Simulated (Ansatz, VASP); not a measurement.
**As: VASP beside Ansatz**

File POSCAR:

```
As
1.0
    1.8807968987      1.0858785957      3.5140619945
   -1.8807968987      1.0858785957      3.5140619945
    0.0000000000     -2.1717571915      3.5140619945
As
2
Direct
    0.2260000000      0.2260000000      0.2260000000
    0.7740000000      0.7740000000      0.7740000000
```

File INCAR.step1:

```
SYSTEM = As
PREC = Accurate ; ENCUT = 520
EDIFF = 1E-5 ; ISMEAR = -1
SIGMA = 0.05 ; LREAL = .FALSE.
LASPH = .TRUE. ; NELM = 100
ALGO = Normal ; ISIF = 2
LWAVE = .TRUE. ; GGA = PE
NBANDS = 12
```

File INCAR.step2:

```
SYSTEM = As
PREC = Accurate ; ENCUT = 520
EDIFF = 1E-6 ; ISMEAR = -1
SIGMA = 0.05 ; LREAL = .FALSE.
LASPH = .TRUE. ; NELM = 100
ALGO = Normal ; ISIF = 2
LWAVE = .FALSE. ; LCHARG = .TRUE.
GGA = PE ; LHFCALC = .TRUE.
AEXX = 1.0 ; ALDAC = 0.0
AGGAC = 0.0 ; PRECFOCK = Normal
LELF = .TRUE. ; LVHAR = .TRUE.
ISTART = 1 ; NBANDS = 12
```

File KPOINTS:

```
Automatic mesh
0
G
  5 5 5
  0 0 0
```

The input input:

```
crystal:
  lattice:
    - [1.8807968987, 1.0858785957, 3.5140619945]
    - [-1.8807968987, 1.0858785957, 3.5140619945]
    - [0.0, -2.1717571915, 3.5140619945]
  atoms:
    - { symbol: As, position: [0.226, 0.226, 0.226] }
    - { symbol: As, position: [0.774, 0.774, 0.774] }
hamiltonian:
  xc: hf
  pseudopotentials: { kind: paw }
kpoints:
  mp_grid: { grid: [5, 5, 5] }
scf:
  occupations: { method: fermi_dirac, width: 0.05 }
output:
  forces: true
  stress: true
  eigenvalues: true
```

Alike in both runs: task single point; functional HF; k mesh 5 × 5 × 5; occupations fermi-dirac, width 0.05 eV; no spin polarisation.

|  | VASP | Ansatz |
| --- | --- | --- |
| version | VASP 6.6.1 | Ansatz 0.2.0 |
| potentials or method | VASP PAW PBE potentials, release 64 (As) | Ansatz PAW |
| plane-wave cutoff (eV) | 520 | 420 |
| valence electrons in the cell | 10 | 30 |

Ansatz gave:

* gap on the k mesh at the Fermi level (eV): 3.14
* least direct gap on the mesh (eV): 3.41
* pressure (GPa): 5.7
* traceless stress, the component that is largest in VASP (GPa): 3.61
* rms of the force components (eV/Å): 0.526

**Question.** Estimate VASP's values.

**Answer.** gap on the k mesh at the Fermi level (eV): 3.48; least direct gap on the mesh (eV): 3.83; pressure (GPa): 3.0; traceless stress, the component that is largest in VASP (GPa): 4.06; rms of the force components (eV/Å): 0.622.

VASP's potentials were made for PBE, not for HF. Atom by atom the forces differ by 0.096 eV/Å (rms over components). One of these differences is far larger than is usual between the two programs; its cause wasn't traced. The functional is the same, so the differences come from potentials, cutoffs and numerics. VASP's potentials hold 10 valence electrons a cell and Ansatz's 30, so a difference there can come from the potentials and not from the codes.

Noted on Ansatz's run: odd divisions of the mesh miss points on the zone boundary, where band edges often lie, so the gap on the mesh can be too wide.
